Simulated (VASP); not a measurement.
A run of VASP 6.6.1 is set up as follows.

The input POSCAR:

```
ZrB
1.0
    0.0000000000      2.4567186093      2.4567186093
    2.4567186093      0.0000000000      2.4567186093
    2.4567186093      2.4567186093      0.0000000000
Zr B
1 1
Direct
    0.0000000000      0.0000000000      0.0000000000
    0.5000000000      0.5000000000      0.5000000000
```

INCAR.step1

```
  PREC = Accurate
  ENCUT = 520
  ISMEAR = 0
  SIGMA = 0.1
  LREAL = False
  LASPH = True
  NELM = 80
  NBANDS = 14
  GGA = PE
  ALGO = Normal
  EDIFF = 1E-4
  LWAVE = True
  LCHARG = False
```

The input INCAR.step2:

```
  PREC = Accurate
  ENCUT = 520
  EDIFF = 1E-6
  ISMEAR = 0
  SIGMA = 0.1
  LREAL = False
  LASPH = True
  NELM = 80
  ALGO = Normal
  ISIF = 2
  LWAVE = False
  LCHARG = False
  METAGGA = R2SCAN
  LMIXTAU = True
  NBANDS = 14
  ISTART = 1
```

The input KPOINTS:

```
Automatic mesh
0
Gamma
  6 6 6
```

Potentials or basis: VASP PAW PBE potentials, release 64 (Zr_sv, B).

Command:

```bash
$ cat potpaw_PBE.64/Zr_sv/POTCAR potpaw_PBE.64/B/POTCAR > POTCAR
$ cp INCAR.step1 INCAR
$ mpirun -np 1 vasp_std > vasp.out
$ cp INCAR.step2 INCAR
$ mpirun -np 1 vasp_std > vasp.out
```

Q: Estimate the band gap on the k mesh.

A: Zero (an odd number of electrons rules out a gap without spin polarisation).

Q: Estimate the pressure.

A: 0.1 GPa.

Caveat: the k points lie up to 0.37 Å⁻¹ apart, too coarse for converged energies and pressures of a metal; the PAW data sets were made with another functional, which shifts forces and pressure a little; an odd number of electrons without spin polarisation forces a metal; a magnetic or distorted state may lie lower.
